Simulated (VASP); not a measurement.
A run of VASP 6.6.1 is set up as follows.

File INCAR:

```
SYSTEM = WSe2
PREC = Accurate
ENCUT = 520
EDIFF = 1E-6
ISMEAR = 0
SIGMA = 0.05
LREAL = .FALSE.
LASPH = .TRUE.
NELM = 100
ALGO = Normal
ISIF = 2
LWAVE = .FALSE.
LCHARG = .TRUE.
GGA = PE
IVDW = 12
LELF = .TRUE.
LVHAR = .TRUE.
NBANDS = 35
```

KPOINTS

```
Automatic mesh
0
G
  9 9 2
  0 0 0
```

Contents of POSCAR:

```
WSe2
1.0
   -3.2789854852      0.0000000000      0.0000000000
   -1.6394927426     -2.8396847288      0.0000000000
   -0.6831219761     -1.1832019703     14.0112373504
W Se
2 4
Direct
    0.0000000000     -0.3125000000      0.7500000000
    0.0000000000     -0.1041666667      0.2500000000
    0.3333333333     -0.0292818443      0.8702764262
    0.3333333333      0.1790514891      0.3702764262
    0.3333333333      0.2792818442      0.1297235738
    0.3333333333      0.0709485109      0.6297235738
```

Potentials or basis: VASP PAW PBE potentials, release 64 (W_sv, Se).

Run with:

```bash
$ cat potpaw_PBE.64/W_sv/POTCAR potpaw_PBE.64/Se/POTCAR > POTCAR
$ mpirun -np 1 vasp_std > vasp.out
```

Problem. Estimate the dispersion energy per atom.

Solution. -0.432 eV.

Problem. Predict the pressure.

Solution. 0.1 GPa.

Problem. Estimate the band gap on the k mesh.

Solution. 1.37 eV, indirect (least direct gap 1.65 eV).

Forces in eV/Å, atoms in the order of the input:
```
W    0.003  0.003  0.022
W   -0.002 -0.004 -0.022
Se   0.006  0.014  0.147
Se   0.001  0.000  0.046
Se  -0.009 -0.012 -0.147
Se   0.001 -0.001 -0.046
```

Caveat: spin-orbit coupling is left out, which moves the levels of the heavy elements. A k mesh can miss the band edges.
